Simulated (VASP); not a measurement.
# Al6N6O (a cell with a defect) in VASP: single point with PBE

Aim: the single point of Al6N6O (a cell with a defect) with PBE.

All numbers are computed with VASP 6.6.1; they aren't measurements. Logs are shortened: lines on timing, memory, paths and dates and some standing lists are left out, and cuts for length are marked.

## Step 1: The cell of the first run

The cell holds a defect, 13 atoms: a = 5.421 Å, b = 5.421 Å, c = 5.913 Å, α = 62.72°, β = 62.72°, γ = 60.00°.

## Step 2: Single point, PBE

File INCAR:

```
SYSTEM = Al6N6O
ALGO = Normal ; EDIFF = 1E-6
ENCUT = 520 ; GGA = PE
GGA_COMPAT = .FALSE. ; ISIF = 2
ISMEAR = 0 ; LASPH = .TRUE.
LCHARG = .TRUE. ; LELF = .TRUE.
LREAL = .FALSE. ; LVHAR = .TRUE.
LWAVE = .FALSE. ; NBANDS = 39
NELECT = 56.0 ; NELM = 120
PREC = Accurate ; SIGMA = 0.05
```

File KPOINTS:

```
k-points
0
G
  6 6 4
  0 0 0
```

File POSCAR:

```
Al6N6O
1.0
    0.0000000000      5.4209177894      0.0000000000
    4.6946525174      2.7104588947      0.0000000000
    1.5648841725      2.7104588947     -5.0173032437
Al N O
6 6 1
Direct
    0.3339095018      0.0005761684      0.9982714947
    0.6672428351      0.3339095018      0.9982714947
    0.0005761684      0.6672428351      0.9982714947
    0.1672428351      0.5005761684      0.4982714947
    0.5005761684      0.8339095018      0.4982714947
    0.8339095018      0.1672428351      0.4982714947
    0.4610904982      0.1277571649      0.6167285053
    0.7944238316      0.4610904982      0.6167285053
    0.1277571649      0.7944238316      0.6167285053
    0.2944238316      0.6277571649      0.1167285053
    0.6277571649      0.9610904982      0.1167285053
    0.9610904982      0.2944238316      0.1167285053
   -0.3883127205      0.6116398981      1.1649381614
```

Potentials or basis: VASP PAW PBE potentials, release 64 (Al, N, O).

Command:

```console
cat potpaw_PBE.64/Al/POTCAR potpaw_PBE.64/N/POTCAR potpaw_PBE.64/O/POTCAR > POTCAR
mpirun -np 1 vasp_std > vasp.out
```

OUTCAR:

```text
SYSTEM = Al6N6O
   EDIFF = 1E-6
   ENCUT = 520
   GGA = PE
   ISIF = 2
   ISMEAR = 0
   LASPH = .TRUE.
   LREAL = .FALSE.
   NELECT = 56.0
   NELM = 120
   PREC = Accurate

 ion  position               nearest neighbor table
   1  0.334  0.001  0.998-  10 1.90  11 1.90  12 1.90   7 1.91  13 1.99   5 3.09   5 3.09   4 3.09
                             4 3.09   6 3.09   6 3.09   2 3.13   3 3.13   3 3.13   2 3.13   3 3.13
   2  0.667  0.334  0.998-  10 1.90  12 1.90  11 1.90   8 1.91  13 1.99   4 3.09   4 3.09   5 3.09
                             5 3.09   6 3.09   6 3.09   1 3.13   3 3.13   3 3.13   3 3.13   1 3.13
   3  0.001  0.667  0.998-  12 1.90  11 1.90  10 1.90   9 1.91  13 1.99   6 3.09   6 3.09   4 3.09
                             5 3.09   4 3.09   5 3.09   2 3.13   1 3.13   1 3.13   2 3.13   2 3.13
   4  0.167  0.501  0.498-   7 1.90   8 1.90   9 1.90  10 1.91  13 2.46   2 3.09   2 3.09   1 3.09
                             1 3.09   3 3.09   3 3.09   5 3.13   6 3.13   6 3.13   5 3.13   5 3.13
   5  0.501  0.834  0.498-   7 1.90   9 1.90   8 1.90  11 1.91  13 2.46   1 3.09   1 3.09   2 3.09
                             2 3.09   3 3.09   3 3.09   4 3.13   6 3.13   6 3.13   4 3.13   6 3.13
   6  0.834  0.167  0.498-   9 1.90   8 1.90   7 1.90  12 1.91  13 2.46   3 3.09   3 3.09   1 3.09
                             2 3.09   1 3.09   2 3.09   5 3.13   4 3.13   4 3.13   5 3.13   5 3.13
   7  0.461  0.128  0.617-   4 1.90   5 1.90   6 1.90   1 1.91
   8  0.794  0.461  0.617-   6 1.90   4 1.90   5 1.90   2 1.91
   9  0.128  0.794  0.617-   6 1.90   5 1.90   4 1.90   3 1.91
  10  0.294  0.628  0.117-  13 1.82   1 1.90   2 1.90   3 1.90   4 1.91
  11  0.628  0.961  0.117-  13 1.82   3 1.90   1 1.90   2 1.90   5 1.91
  12  0.961  0.294  0.117-  13 1.82   3 1.90   2 1.90   1 1.90   6 1.91
  13  0.612  0.612  0.165-  10 1.82  12 1.82  11 1.82   2 1.99   1 1.99   3 1.99   4 2.46   6 2.46
                             5 2.46

  LATTYP: Found a trigonal (rhomboedric) cell.
 ALAT       =     5.9134407693
 COS(alpha) =     0.5798202250

  Lattice vectors:

 A1 = (   1.5648841725,  -2.7104588947,  -5.0173032437)
 A2 = (  -3.1297683449,  -0.0000000000,  -5.0173032437)
 A3 = (   1.5648841725,   2.7104588947,  -5.0173032437)

Analysis of symmetry for initial positions (statically):
=====================================================================
 Subroutine PRICEL returns:
 Original cell was already a primitive cell.

 Routine SETGRP: Setting up the symmetry group for a
 trigonal (rhombohedral) supercell.

 Subroutine GETGRP returns: Found  1 space group operations
 (whereof  1 operations were pure point group operations)
 out of a pool of 12 trial point group operations.

The static configuration has the point symmetry C_1 .

Analysis of symmetry for dynamics (positions and initial velocities):
=====================================================================
 Subroutine PRICEL returns:
[... 175 lines left out ...]
  Fermi-wavevector in a.u.,A,eV,Ry     =   1.243814  2.350467 21.049196  1.547072
  Thomas-Fermi vector in A             =   2.378108
   LORBIT       =      0    0 simple, 1 ext, 2 COOP (PROOUT), +10 PAW based schemes
   GGA     = PE    functional components
   LHFCALC =     F    Hartree Fock is set to
   AEXX    =    0.0000 exact exchange contribution
   IVDW    =     0    specifies the selected vdW correction
   LEPSILON=     F    determine dielectric tensor
   LRPA    =     F    only Hartree local field effects (RPA)
 non-spin polarized calculation
 Gauss-broadening in eV      SIGMA  =   0.05
  energy-cutoff  :      520.00
  volume of cell :      127.69
 maximum number of plane-waves:      3468
   NGX = 21   NGY = 21   NGZ = 21

 number of electron      55.9999998 magnetization

 Free energy of the ion-electron system (eV)
  ---------------------------------------------------
  ext. energy  EPLUGINS =         0.00000000
  ---------------------------------------------------
  free energy    TOTEN  =       -68.41929388 eV

  energy without entropy =      -68.41838050  energy(sigma->0) =      -68.41883719

 E-fermi :  10.9023     XC(G=0): -11.3782

 val. band max:       10.8733500489   @ k =   0.5000  -0.0000   0.5000
 cond. band min:      10.9822198048   @ k =   0.0000   0.1667   0.0000
 fundamental gap:      0.1088697559
 Fermi energy:        10.9023495514

 k-point     1 :       0.0000    0.0000    0.0000
  band No.  band energies     occupation
      1     -11.1616      2.00000
      2      -8.3397      2.00000
      3      -6.9157      2.00000
      4      -6.9157      2.00000
      5      -6.0643      2.00000
      6      -6.0636      2.00000
[... 997 lines left out ...]
     38      15.9106      0.00000
     39      16.2919      0.00000

 [... further k-points ...]

------------------------ aborting loop because EDIFF is reached ----------------------------------------

  FORCE on cell =-STRESS in cart. coord.  units (eV):
  Direction    XX          YY          ZZ          XY          YZ          ZX
  --------------------------------------------------------------------------------------
  -------------------------------------------------------------------------------------
  Total       52.3354468     52.3470260     18.9937243     -0.0088569     -0.0014042     -0.0011234
  in kB      656.6892306    656.8345231    238.3274614     -0.1111341     -0.0176196     -0.0140966
  external PRESSURE =     517.2837384 kB  Pullay stress =       0.0000000 kB

 VOLUME and BASIS-vectors are now :
 -----------------------------------------------------------------------------
  energy-cutoff  :      520.00
  volume of cell :      127.69
      direct lattice vectors                 reciprocal lattice vectors
     0.000000000  5.420917789  0.000000000    -0.106504155  0.184470608  0.066436752
     4.694652517  2.710458895  0.000000000     0.213008310  0.000000000  0.066436752
     1.564884173  2.710458895 -5.017303244     0.000000000  0.000000000 -0.199310257

 POSITION                                       TOTAL-FORCE (eV/Angst)
 -----------------------------------------------------------------------------------
      1.56488      4.51743     -5.00863        -1.205628      0.672326     -1.663740
      3.12977      7.22789     -5.00863         1.184410      0.707537     -1.664322
      4.69465      4.51743     -5.00863         0.020977     -1.380245     -1.664026
      3.12977      3.61395     -2.49998         0.021833      0.700370      1.693187
      4.69465      6.32440     -2.49998        -0.617508     -0.331246      1.692848
      1.56488      6.32440     -2.49998         0.595480     -0.369154      1.693091
      1.56488      4.51743     -3.09431        -0.470717     -0.026341     -0.317050
      3.12977      7.22789     -3.09431         0.212553      0.420656     -0.317299
      4.69465      4.51743     -3.09431         0.258048     -0.394246     -0.316740
      3.12977      3.61395     -0.58566        -0.034974    -10.358805      1.329845
      4.69465      6.32440     -0.58566         8.983259      5.144748      1.329494
      1.56488      6.32440     -0.58566        -8.951204      5.210840      1.329723
      3.12955      5.42079     -0.82754         0.003471      0.003562     -3.125010
 -----------------------------------------------------------------------------------
    total drift:                               -0.000046     -0.000091      0.001864

  FREE ENERGIE OF THE ION-ELECTRON SYSTEM (eV)
  ---------------------------------------------------
  free  energy   TOTEN  =       -68.4192938846 eV

  energy  without entropy=      -68.4183805010  energy(sigma->0) =      -68.41883719
```

OSZICAR:

```text
N       E                     dE             d eps       ncg     rms          rms(c)
DAV:   1     0.268705194945E+03    0.26871E+03   -0.27518E+04  5928   0.132E+03
DAV:   2    -0.668597016724E+02   -0.33556E+03   -0.32440E+03  7708   0.272E+02
DAV:   3    -0.877968869971E+02   -0.20937E+02   -0.20811E+02  7344   0.721E+01
DAV:   4    -0.880435391370E+02   -0.24665E+00   -0.24624E+00  7403   0.831E+00
DAV:   5    -0.880470318837E+02   -0.34927E-02   -0.34922E-02  7306   0.991E-01    0.246E+01
DAV:   6    -0.685114606958E+02    0.19536E+02   -0.87350E+01  7099   0.408E+01    0.907E+00
DAV:   7    -0.685405211718E+02   -0.29060E-01   -0.48527E+00  7313   0.112E+01    0.514E+00
DAV:   8    -0.684347531427E+02    0.10577E+00   -0.31443E-01  7553   0.313E+00    0.236E+00
DAV:   9    -0.684196985415E+02    0.15055E-01   -0.11178E-01  7593   0.207E+00    0.476E-01
DAV:  10    -0.684188661236E+02    0.83242E-03   -0.24319E-02  7115   0.918E-01    0.360E-01
DAV:  11    -0.684192443936E+02   -0.37827E-03   -0.55717E-03  7008   0.348E-01    0.200E-01
DAV:  12    -0.684193246709E+02   -0.80277E-04   -0.91031E-04  7210   0.158E-01    0.433E-02
DAV:  13    -0.684192964187E+02    0.28252E-04   -0.17017E-04  8097   0.814E-02    0.335E-02
DAV:  14    -0.684192946387E+02    0.17800E-05   -0.43500E-05  7010   0.353E-02    0.110E-02
DAV:  15    -0.684192942701E+02    0.36864E-06   -0.13820E-05  7449   0.180E-02    0.561E-03
DAV:  16    -0.684192938846E+02    0.38545E-06   -0.10455E-06  4511   0.712E-03
   1 F= -.68419294E+02 E0= -.68418837E+02  d E =-.913384E-03
```

It took 12 min on 1 thread of Intel Xeon 8259CL, shared host; peak memory 0.45 GiB.

Results:

```
Free energy   : -68.4193 eV
Largest force : 10.444 eV/Å
```

Forces on the atoms (eV/Å):
```
Al   -1.206   0.672  -1.664
Al    1.184   0.708  -1.664
Al    0.021  -1.380  -1.664
Al    0.022   0.700   1.693
Al   -0.618  -0.331   1.693
Al    0.595  -0.369   1.693
N    -0.471  -0.026  -0.317
N     0.213   0.421  -0.317
N     0.258  -0.394  -0.317
N    -0.035 -10.359   1.330
N     8.983   5.145   1.329
N    -8.951   5.211   1.330
O     0.003   0.004  -3.125
```

Levels at points of the mesh, in eV from the Fermi level:
```
           k point  band 24  band 25  band 26  band 27  band 28  band 29  band 30  band 31  band 32  band 33
(0.00, 0.00, 0.00)    -4.81    -4.37    -3.40    -0.72    -0.72    -0.52     1.41     2.34     2.73     3.12
(0.50, 0.00, 0.00)    -5.26    -4.45    -3.40    -1.24    -0.08     0.63     1.30     1.73     2.08     2.43
(0.00, 0.50, 0.00)    -5.26    -4.45    -3.40    -1.24    -0.08     0.63     1.30     1.73     2.08     2.43
(0.50, 0.50, 0.00)    -5.15    -4.33    -3.37    -1.10    -0.03     0.90     1.65     1.73     1.94     2.35
(0.00, 0.00, 0.50)    -4.97    -4.97    -3.44    -0.83    -0.82     0.46     1.15     2.58     2.90     3.59
(0.50, 0.00, 0.50)    -5.15    -4.33    -3.37    -1.11    -0.03     0.90     1.65     1.73     1.94     2.35
(0.00, 0.50, 0.50)    -5.15    -4.33    -3.37    -1.10    -0.03     0.90     1.65     1.73     1.94     2.35
(0.50, 0.50, 0.50)    -5.26    -4.45    -3.40    -1.24    -0.08     0.63     1.30     1.73     2.08     2.43
```

Caveat: the cell carries a net charge on a neutralising background, which shifts energy and pressure; the cell is charged against a uniform background, so pressure and absolute levels hang on convention.
